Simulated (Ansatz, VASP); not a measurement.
## One calculation of MoSe, two programs

Contents of INCAR:

```
PREC = Accurate ; ENCUT = 500
EDIFF = 1E-6 ; ISMEAR = 0
SIGMA = 0.1 ; LREAL = F
LASPH = T ; NELM = 200
ALGO = Normal ; ISIF = 2
LWAVE = F ; LCHARG = T
LMAXMIX = 4 ; LDAU = T
LDAUTYPE = 2 ; LDAUL = 2 -1
LDAUU = 4.38 0 ; LDAUJ = 0 0
LDAUPRINT = 1 ; GGA = PE
LELF = T ; LVHAR = T
NBANDS = 17 ; GGA_COMPAT = F
```

The input KPOINTS:

```
regular mesh
0
Gamma
  12 12 12
```

POSCAR

```
MoSe
1.0
    0.0000000000      2.9016121386      2.9016121386
    2.9016121386      0.0000000000      2.9016121386
    2.9016121386      2.9016121386      0.0000000000
Mo Se
1 1
Direct
    0.0000000000      0.0000000000      0.0000000000
    0.5000000000      0.5000000000      0.5000000000
```

Input for Ansatz:

```yaml
crystal:
  lattice:
    - [0.0, 2.9016121386, 2.9016121386]
    - [2.9016121386, 0.0, 2.9016121386]
    - [2.9016121386, 2.9016121386, 0.0]
  atoms:
    - { symbol: Mo, position: [0.0, 0.0, 0.0] }
    - { symbol: Se, position: [0.5, 0.5, 0.5] }
basis:
  ecutwfc: 420
kpoints:
  mp_grid: { grid: [12, 12, 12] }
hamiltonian:
  xc: pbe
  hubbard: { sites: [{ species: Mo, l: d, u_eff: 4.38 }] }
scf:
  occupations: { method: gaussian, width: 0.1 }
output:
  forces: true
  stress: true
  eigenvalues: true
```

Alike in both runs: task single point; functional PBE; k mesh 12 × 12 × 12; occupations gaussian, width 0.1 eV; no spin polarisation; Hubbard terms Mo d U = 4.38 eV.

|  | VASP | Ansatz |
| --- | --- | --- |
| version | VASP 6.6.1 | Ansatz 0.2.0 |
| potentials or method | VASP PAW PBE potentials, release 64 (Mo_sv, Se), cutoff 500 eV | scalar-relativistic, plane waves, PAW |
| valence electrons in the cell | 20 | 30 |

|  | VASP | Ansatz | Ansatz less VASP |
| --- | --- | --- | --- |
| gap on the k mesh at the Fermi level (eV) | none | none | - |
| pressure (GPa) | -15.5 | -15.5 | -0.05 |

The programs project onto different local orbitals, so the same U acts differently, and such runs can settle in different states. A gap of «none» marks a metal or a gap that the smearing closes. VASP's potentials hold 20 valence electrons a cell and Ansatz's 30, so a difference there can come from the potentials and not from the codes. Ansatz's warnings: filled band counts differ across k points.
